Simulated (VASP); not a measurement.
# Al2BP3 (I-4m2) in VASP: further runs

The runs below take Al2BP3 through single point, with PBE.

Everything below comes from runs of VASP 6.6.1. Logs are shortened: lines on timing, memory, paths and dates and some standing lists are left out, and cuts for length are marked.

## (1) The cell of the first run

The structure is tetragonal, space group I-4m2 (No. 119). The conventional cell has a = 3.601 Å, b = 3.601 Å, c = 15.278 Å, α = 90.00°, β = 90.00°, γ = 90.00°. Within 2.9 Å of Al (site symmetry 2mm) lie 4 P at 2.21 Å. B (site symmetry -4m2) has 4 P at 2.21 Å within 2.9 Å. Within 2.9 Å of P (site symmetry 2mm) lie 2 B at 2.21 Å and 2 Al at 2.21 Å. Within 2.9 Å of P (site symmetry -4m2) lie 4 Al at 2.21 Å.

## (2) Single point, PBE

INCAR reads:

```
SYSTEM = Al2BP3
  PREC = Accurate
  ENCUT = 520
  EDIFF = 1E-7
  ISMEAR = 0
  SIGMA = 0.1
  LREAL = .False.
  LASPH = .True.
  NELM = 100
  ALGO = Normal
  ISIF = 2
  LWAVE = .False.
  LCHARG = .False.
  GGA = PE
  NBANDS = 21
```

KPOINTS reads:

```
Automatic mesh
0
Gamma
  6 6 6
  0 0 0
```

POSCAR reads:

```
Al2BP3
1.0
   -1.8005142900      1.8005142900      7.6389351900
    1.8005142900     -1.8005142900      7.6389351900
    1.8005142900      1.8005142900     -7.6389351900
Al B P
2 1 3
Direct
    0.6666666700      0.6666666700      0.0000000000
    0.3333333300      0.3333333300      0.0000000000
    0.0000000000      0.0000000000      0.0000000000
    0.5833333300      0.0833333300      0.5000000000
    0.2500000000      0.7500000000      0.5000000000
    0.9166666700      0.4166666700      0.5000000000
```

Potentials or basis: VASP PAW PBE potentials, release 64 (Al, B, P).

Started as:

```
$ cat potpaw_PBE.64/Al/POTCAR potpaw_PBE.64/B/POTCAR potpaw_PBE.64/P/POTCAR > POTCAR
$ mpirun -np 1 vasp_std > vasp.out
```

OUTCAR:

```text
SYSTEM = Al2BP3
   PREC = Accurate
   ENCUT = 520
   EDIFF = 1E-7
   ISMEAR = 0
   LREAL = .False.
   LASPH = .True.
   NELM = 100
   ISIF = 2
   GGA = PE

 ion  position               nearest neighbor table
   1  0.667  0.667  0.000-   5 2.21   5 2.21   4 2.21   4 2.21
   2  0.333  0.333  0.000-   5 2.21   5 2.21   6 2.21   6 2.21
   3  0.000  0.000  0.000-   4 2.21   6 2.21   4 2.21   6 2.21
   4  0.583  0.083  0.500-   3 2.21   3 2.21   1 2.21   1 2.21
   5  0.250  0.750  0.500-   2 2.21   1 2.21   2 2.21   1 2.21
   6  0.917  0.417  0.500-   3 2.21   3 2.21   2 2.21   2 2.21

  LATTYP: Found a body centered tetragonal cell.
 ALAT       =     3.6010285800
 C/A-ratio  =     4.2426406902

  Lattice vectors:

 A1 = (  -1.8005142900,   1.8005142900,   7.6389351900)
 A2 = (   1.8005142900,  -1.8005142900,   7.6389351900)
 A3 = (   1.8005142900,   1.8005142900,  -7.6389351900)

Analysis of symmetry for initial positions (statically):
=====================================================================
 Subroutine PRICEL returns:
 Original cell was already a primitive cell.

 Routine SETGRP: Setting up the symmetry group for a
 body centered tetragonal supercell.

 Subroutine GETGRP returns: Found  8 space group operations
 (whereof  8 operations were pure point group operations)
 out of a pool of 16 trial point group operations.

The static configuration has the point symmetry D_2d.

Analysis of symmetry for dynamics (positions and initial velocities):
=====================================================================
 Subroutine PRICEL returns:
 Original cell was already a primitive cell.

 Routine SETGRP: Setting up the symmetry group for a
 body centered tetragonal supercell.

 Subroutine GETGRP returns: Found  8 space group operations
 (whereof  8 operations were pure point group operations)
 out of a pool of 16 trial point group operations.

The dynamic configuration has the point symmetry D_2d.

 Subroutine INISYM returns: Found  8 space group operations
 (whereof  8 operations are pure point group operations),
 and found     1 'primitive' translations

----------------------------------------------------------------------------------------

                                     Primitive cell

  volume of cell :      99.0572

  direct lattice vectors                    reciprocal lattice vectors
    -1.800514290  1.800514290  7.638935190     0.000000000  0.277698435  0.065454149
     1.800514290 -1.800514290  7.638935190     0.277698435  0.000000000  0.065454149
     1.800514290  1.800514290 -7.638935190     0.277698435  0.277698435  0.000000000

  length of vectors
     8.052144699  8.052144699  8.052144699     0.285308020  0.285308020  0.392724893

  position of ions in fractional coordinates (direct lattice)
     0.666666670  0.666666670  0.000000000
     0.333333330  0.333333330  0.000000000
     0.000000000  0.000000000  0.000000000
     0.583333330  0.083333330  0.500000000
     0.250000000  0.750000000  0.500000000
     0.916666670  0.416666670  0.500000000

  ion indices of the primitive-cell ions
   primitive index   ion index
                 1           1
                 2           2
                 3           3
                 4           4
                 5           5
                 6           6

----------------------------------------------------------------------------------------

 KPOINTS: Automatic mesh

Automatic generation of k-mesh.
 Grid dimensions read from file:
 generate k-points for:    6    6    6

 Generating k-lattice:

  Cartesian coordinates                     Fractional coordinates (reciprocal lattice)
     0.000000000  0.046283072  0.010909025     0.166666667  0.000000000  0.000000000
     0.046283072  0.000000000  0.010909025     0.000000000  0.166666667  0.000000000
     0.046283072  0.046283072  0.000000000     0.000000000  0.000000000  0.166666667

  Length of vectors
     0.047551337  0.047551337  0.065454149

  Shift w.r.t. Gamma in fractional coordinates (k-lattice)
     0.000000000  0.000000000  0.000000000

 Subroutine IBZKPT returns following result:
 ===========================================

 Found     30 irreducible k-points:

 Following reciprocal coordinates:
            Coordinates               Weight
  0.000000  0.000000  0.000000      1.000000
  0.166667  0.000000  0.000000      8.000000
  0.333333  0.000000  0.000000      8.000000
  0.500000  0.000000  0.000000      4.000000
  0.166667  0.166667  0.000000      8.000000
  0.333333  0.166667 -0.000000     16.000000
[... 16 lines left out ...]
 -0.333333 -0.333333  0.166667      8.000000
 -0.166667 -0.333333  0.166667      8.000000
 [... further k-points ...]
   k-points           NKPTS =     30   k-points in BZ     NKDIM =     30   number of bands    NBANDS=     21
   number of dos      NEDOS =    301   number of ions     NIONS =      6
   total plane-waves  NPLWV = 216000
   dimension x,y,z NGX =    60 NGY =   60 NGZ =   60
   dimension x,y,z NGXF=   120 NGYF=  120 NGZF=  120
   ions per type =               2   1   3
   NGX,Y,Z   is equivalent  to a cutoff of  12.39, 12.39, 12.39 a.u.
   NGXF,Y,Z  is equivalent  to a cutoff of  24.78, 24.78, 24.78 a.u.
 SYSTEM =  Al2BP3
   PREC   = accura    normal or accurate (medium, high low for compatibility)
   ISTART =      0    job   : 0-new  1-cont  2-samecut
   ICHARG =      2    charge: 1-file 2-atom 10-const
   ISPIN  =      1    spin polarized calculation?
   LNONCOLLINEAR =      F non collinear calculations
   LSORBIT =      F    spin-orbit coupling
   LASPH  =      T    aspherical Exc in radial PAW
   ENCUT  =  520.0 eV  38.22 Ry    6.18 a.u.  14.97 14.97 14.97*2*pi/ulx,y,z
   NELM   =    100;   NELMIN=  2; NELMDL= -5     # of ELM steps
   EDIFF  = 0.1E-06   stopping-criterion for ELM
   LREAL  =      F    real-space projection
   EDIFFG = 0.1E-05   stopping-criterion for IOM
   NSW    =      0    number of steps for IOM
   IBRION =     -1    ionic relax: 0-MD 1-quasi-New 2-CG
   NFREE  =      0    steps in history (QN), initial steepest desc. (CG)
   ISIF   =      2    stress and relaxation
   ISYM   =      2    0-nonsym 1-usesym 2-fastsym
   POTIM  = 0.5000    time-step for ionic-motion
   TEBEG  =    0.0;   TEEND  =   0.0 temperature during run
   PSTRESS=    0.0 pullay stress
   NELECT =      24.0000    total number of electrons
   NUPDOWN=      -1.0000    fix difference up-down
   EMIN   =  10.00;   EMAX   =-10.00  energy-range for DOS
   EFERMI =   0.00;   METHOD = LEGACY
   ISMEAR =     0;   SIGMA  =   0.10  broadening in eV -4-tet -1-fermi 0-gaus
   EFERMI_NEDOS =   21; number of points for ismear=-14 and -15
   IALGO  =     38    algorithm
   IMIX   =      4    mixing-type and parameters
     AMIX     =   0.40;   BMIX     =  1.00
     AMIX_MAG =   1.60;   BMIX_MAG =  1.00
  volume/ion in A,a.u.               =      16.51       111.41
  Fermi-wavevector in a.u.,A,eV,Ry     =   1.020587  1.928629 14.171792  1.041597
  Thomas-Fermi vector in A             =   2.154164
   LORBIT       =      0    0 simple, 1 ext, 2 COOP (PROOUT), +10 PAW based schemes
   GGA     = PE    functional components
   LHFCALC =     F    Hartree Fock is set to
   AEXX    =    0.0000 exact exchange contribution
   IVDW    =     0    specifies the selected vdW correction
   LEPSILON=     F    determine dielectric tensor
   LRPA    =     F    only Hartree local field effects (RPA)
 non-spin polarized calculation
 Gauss-broadening in eV      SIGMA  =   0.10
  energy-cutoff  :      520.00
  volume of cell :       99.06
 maximum number of plane-waves:      2689
   NGX = 29   NGY = 29   NGZ = 29

 number of electron      23.9999999 magnetization

 Free energy of the ion-electron system (eV)
  ---------------------------------------------------
  ext. energy  EPLUGINS =         0.00000000
  ---------------------------------------------------
  free energy    TOTEN  =       -31.02110268 eV

  energy without entropy =      -31.02110268  energy(sigma->0) =      -31.02110268

 E-fermi :   6.2658     XC(G=0):  -9.8588

 val. band max:        5.8457567561   @ k =   0.0000   0.0000   0.0000
 cond. band min:       7.0310536285   @ k =   0.5000   0.5000   0.0000
 fundamental gap:      1.1852968724
 Fermi energy:         6.2657799140

 k-point     1 :       0.0000    0.0000    0.0000
  band No.  band energies     occupation
      1      -7.0761      2.00000
      2      -5.2436      2.00000
      3      -5.0837      2.00000
      4       0.8334      2.00000
      5       1.4058      2.00000
      6       3.4436      2.00000
[... 13 lines left out ...]
     20      10.7536      0.00000
     21      13.8276      0.00000

 k-point     2 :       0.1667    0.0000    0.0000
  band No.  band energies     occupation
      1      -6.8113      2.00000
      2      -5.2662      2.00000
      3      -4.7226      2.00000
      4       0.2895      2.00000
      5       1.0730      2.00000
      6       2.6548      2.00000
[... 13 lines left out ...]
     20      11.9999      0.00000
     21      12.7632      0.00000

 k-point     3 :       0.3333    0.0000    0.0000
  band No.  band energies     occupation
      1      -6.0607      2.00000
      2      -5.0352      2.00000
      3      -4.3778      2.00000
      4      -0.6247      2.00000
      5      -0.1381      2.00000
      6       1.8260      2.00000
[... 13 lines left out ...]
     20      12.3623      0.00000
     21      12.6251      0.00000
[... 457 lines left out ...]
 k-point    23 :      -0.3333   -0.3333    0.1667
  band No.  band energies     occupation
      1      -6.3767      2.00000
      2      -5.7180      2.00000
      3      -3.9758      2.00000
      4      -0.2660      2.00000
      5       1.6641      2.00000
      6       2.0413      2.00000
[... 13 lines left out ...]
     20      12.0183      0.00000
     21      12.1495      0.00000

 k-point    24 :      -0.1667   -0.3333    0.1667
  band No.  band energies     occupation
      1      -6.7072      2.00000
      2      -5.7317      2.00000
      3      -4.2437      2.00000
      4      -0.1502      2.00000
      5       1.5930      2.00000
      6       2.2194      2.00000
[... 13 lines left out ...]
     20      11.7724      0.00000
     21      12.4409      0.00000

 [... further k-points ...]
[... 5 lines left out ...]
  --------------------------------------------------------------------------------------
  -------------------------------------------------------------------------------------
  Total        7.7392814      7.7392814      7.0112738      0.0000000      0.0000000      0.0000000
  in kB      125.1772070    125.1772070    113.4022179      0.0000000      0.0000000      0.0000000
  external PRESSURE =     121.2522106 kB  Pullay stress =       0.0000000 kB

 VOLUME and BASIS-vectors are now :
 -----------------------------------------------------------------------------
  energy-cutoff  :      520.00
  volume of cell :       99.06
      direct lattice vectors                 reciprocal lattice vectors
    -1.800514290  1.800514290  7.638935190     0.000000000  0.277698435  0.065454149
     1.800514290 -1.800514290  7.638935190     0.277698435  0.000000000  0.065454149
     1.800514290  1.800514290 -7.638935190     0.277698435  0.277698435  0.000000000

 POSITION                                       TOTAL-FORCE (eV/Angst)
 -----------------------------------------------------------------------------------
      0.00000      0.00000     10.18525        -0.000000      0.000000     -0.266399
      0.00000      0.00000      5.09262        -0.000000      0.000000      0.266399
      0.00000      0.00000      0.00000        -0.000000      0.000000     -0.000000
     -0.00000      1.80051      1.27316         0.000000     -0.000000     -4.075142
      1.80051     -0.00000      3.81947        -0.000000      0.000000     -0.000000
      0.00000      1.80051      6.36578         0.000000     -0.000000      4.075142
 -----------------------------------------------------------------------------------
    total drift:                               -0.000000      0.000000      0.000000

  FREE ENERGIE OF THE ION-ELECTRON SYSTEM (eV)
  ---------------------------------------------------
  free  energy   TOTEN  =       -31.0211026786 eV

  energy  without entropy=      -31.0211026786  energy(sigma->0) =      -31.02110268
```

Wall time 94 s (1 thread of Intel Xeon 6975P-C (Granite Rapids), shared host); peak memory 0.48 GiB.

What came out:

```
Free energy            : -31.0211 eV
Pressure               : 12.1 GPa
Largest force          : 4.075 eV/Å
Band gap on the k mesh : 1.19 eV, indirect (least direct gap 1.36 eV)
```

Forces in eV/Å, atoms in the order of the input:
```
Al   0.000  0.000 -0.266
Al   0.000  0.000  0.266
B    0.000  0.000  0.000
P    0.000  0.000 -4.075
P    0.000  0.000  0.000
P    0.000  0.000  4.075
```

Caveat: forces of over 1 eV/Å act on the atoms, so gaps and moduli don't describe the material at rest.

## (3) Single point, PBE

This run uses another cell than the first one, of 17.59 Å³/atom, 1.066 times its volume.

INCAR reads:

```
SYSTEM = Al2BP3
ALGO     = Normal         ! electronic algorithm
EDIFF    = 1E-7           ! SCF threshold, eV
ENCUT    = 520            ! plane-wave cutoff, eV
GGA      = PE             ! functional
ISIF     = 2              ! what is computed and relaxed
ISMEAR   = 0              ! smearing method
LASPH    = .True.         ! aspherical terms in the spheres
LCHARG   = .False.        ! write CHGCAR
LREAL    = .False.        ! projectors in reciprocal space
LWAVE    = .False.        ! write WAVECAR
NBANDS   = 21             ! bands
NELM     = 60             ! most SCF steps
PREC     = Accurate       ! precision mode
SIGMA    = 0.1            ! smearing width, eV
```

KPOINTS reads:

```
k-points
0
Gamma
  6 6 6
  0 0 0
```

POSCAR reads:

```
Al2BP3
1.0
   -1.8114234439      1.8114234439      8.0424838999
    1.8114234439     -1.8114234439      8.0424838999
    1.8114234439      1.8114234439     -8.0424838999
Al B P
2 1 3
Direct
    0.6593588083      0.6593588083      0.0000000000
    0.3406411917      0.3406411917      0.0000000000
    0.0000000000      0.0000000000      0.0000000000
    0.5669263274      0.0669263274      0.5000000000
    0.2500000000      0.7500000000      0.5000000000
    0.9330736726      0.4330736726      0.5000000000
```

Potentials or basis: VASP PAW PBE potentials, release 64 (Al, B, P).

Started as:

```
$ cat potpaw_PBE.64/Al/POTCAR potpaw_PBE.64/B/POTCAR potpaw_PBE.64/P/POTCAR > POTCAR
$ mpirun -np 1 vasp_std > vasp.out
```

Wall time 2.6 min (1 thread of Intel Xeon 6975P-C (Granite Rapids), shared host); peak memory 0.55 GiB.

It converged, with:

| Property | Result |
| --- | --- |
| Free energy | -32.3357 eV |
| Pressure | 0.1 GPa |
| Largest force | 0.017 eV/Å |
| Band gap on the k mesh | 0.90 eV, indirect (least direct gap 1.06 eV) |

Forces in eV/Å, atoms in the order of the input:
```
Al   0.000  0.000 -0.016
Al   0.000  0.000  0.016
B    0.000  0.000  0.000
P    0.000  0.000 -0.017
P    0.000  0.000  0.000
P    0.000  0.000  0.017
```

Levels at points of the mesh, in eV from the valence-band top:
```csv
k point,band 9,band 10,band 11,band 12,band 13,band 14,band 15,band 16
"(0.00, 0.00, 0.00)",-1.60,-0.39,0.00,0.00,1.06,1.21,2.49,3.42
"(0.50, 0.00, 0.00)",-2.52,-1.46,-0.71,-0.65,1.65,3.07,3.73,4.10
"(0.50, 0.50, 0.00)",-3.72,-3.68,-3.00,-2.84,1.05,1.71,2.73,3.36
"(0.50, 0.50, 0.50)",-1.25,-1.25,-0.50,-0.50,0.90,1.36,2.55,3.40
```
